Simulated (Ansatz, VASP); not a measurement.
**CdTe in VASP and in Ansatz**

POSCAR

```
CdTe
1.0
    0.0000000000      3.0506294199      3.0506294199
    3.0506294199      0.0000000000      3.0506294199
    3.0506294199      3.0506294199      0.0000000000
Cd Te
1 1
Direct
    0.5000000000      0.5000000000      0.5000000000
    0.0000000000      0.0000000000      0.0000000000
```

INCAR.step1

```
SYSTEM = CdTe
ALGO     = Normal         ! electronic algorithm
EDIFF    = 1E-5           ! SCF threshold, eV
ENCUT    = 550            ! plane-wave cutoff, eV
GGA      = PE             ! functional
GGA_COMPAT= .FALSE.      
ISMEAR   = 0              ! smearing method
LASPH    = .TRUE.         ! aspherical terms in the spheres
LCHARG   = .FALSE.        ! write CHGCAR
LREAL    = .FALSE.        ! projectors in reciprocal space
LWAVE    = .TRUE.         ! write WAVECAR
NBANDS   = 16             ! bands
NELM     = 120            ! most SCF steps
PREC     = Accurate       ! precision mode
SIGMA    = 0.05           ! smearing width, eV
```

The input INCAR.step2:

```
SYSTEM = CdTe
ALGO     = Normal         ! electronic algorithm
EDIFF    = 1E-6           ! SCF threshold, eV
ENCUT    = 550            ! plane-wave cutoff, eV
GGA_COMPAT= .FALSE.      
ISIF     = 2              ! what is computed and relaxed
ISMEAR   = 0              ! smearing method
ISTART   = 1            
IVDW     = 13             ! dispersion correction
LASPH    = .TRUE.         ! aspherical terms in the spheres
LCHARG   = .FALSE.        ! write CHGCAR
LMIXTAU  = .TRUE.       
LREAL    = .FALSE.        ! projectors in reciprocal space
LWAVE    = .FALSE.        ! write WAVECAR
METAGGA  = R2SCAN         ! meta-GGA
NBANDS   = 16             ! bands
NELM     = 120            ! most SCF steps
PREC     = Accurate       ! precision mode
SIGMA    = 0.05           ! smearing width, eV
VDW_A1   = 0.51559235   
VDW_A2   = 5.77342911   
VDW_S6   = 1.0          
VDW_S8   = 0.6018749
```

KPOINTS

```
k-points
0
G
  6 6 6
  0 0 0
```

Input for Ansatz:

```yaml
crystal:
  lattice:
    - [0.0, 3.0506294199, 3.0506294199]
    - [3.0506294199, 0.0, 3.0506294199]
    - [3.0506294199, 3.0506294199, 0.0]
  atoms:
    - { symbol: Cd, position: [0.5, 0.5, 0.5] }
    - { symbol: Te, position: [0.0, 0.0, 0.0] }
basis:
  ecutwfc: 500
  ecutrho_ratio: 4
kpoints:
  mp_grid: { grid: [6, 6, 6] }
hamiltonian:
  xc: r2scan
  dispersion: d4
scf:
  occupations: { method: gaussian, width: 0.05 }
output:
  forces: true
  stress: true
  eigenvalues: true
```

Alike in both runs: task single point; functional r2SCAN; dispersion D4; k mesh 6 × 6 × 6; occupations gaussian, width 0.05 eV; no spin polarisation.

|  | VASP | Ansatz |
| --- | --- | --- |
| version | VASP 6.6.1 | Ansatz 0.2.0 |
| potentials or method | VASP PAW PBE potentials, release 64 (Cd, Te), cutoff 550 eV | scalar-relativistic, plane waves, PAW |
| valence electrons in the cell | 18 | 36 |

Ansatz gave:

| Item | Value |
| --- | --- |
| gap on the k mesh at the Fermi level (eV) | none |
| pressure (GPa) | -1.1 |

Q: Which values does VASP return?

A: gap on the k mesh at the Fermi level (eV): none; pressure (GPa): -0.9.

VASP's potentials were made for PBE, not for r2SCAN. A gap of «none» marks a metal or a gap that the smearing closes. VASP's potentials hold 18 valence electrons a cell and Ansatz's 36, so a difference there can come from the potentials and not from the codes.

Neither program's run includes spin-orbit coupling.
